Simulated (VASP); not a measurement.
Input of a VASP 6.6.1 run:

Contents of INCAR:

```
ALGO = Fast
EDIFF = 1E-6
ENCUT = 520
GGA = PE
ISIF = 2
ISMEAR = 0
LASPH = True
LCHARG = True
LELF = True
LREAL = False
LVHAR = True
LWAVE = False
NBANDS = 12
NELM = 80
PREC = Accurate
SIGMA = 0.05
```

Contents of KPOINTS:

```
k-points
0
Gamma
  14 14 14
```

Contents of POSCAR:

```
Ti
1.0
    0.0000000000      2.0300000000      2.0300000000
    2.0300000000      0.0000000000      2.0300000000
    2.0300000000      2.0300000000      0.0000000000
Ti
1
Direct
    0.0000000000      0.0000000000      0.0000000000
```

Potentials or basis: VASP PAW PBE potentials, release 64 (Ti_sv).

Launch:

```sh
$ cat potpaw_PBE.64/Ti_sv/POTCAR > POTCAR
$ mpirun -np 1 vasp_std > vasp.out
```

(1) Estimate the pressure.

(2) What does it give for the band gap on the k mesh?

Results:

(1) 4.0 GPa.

(2) zero (band 6 reaches 9.52 eV, above the bottom of band 7 at 8.20 eV).
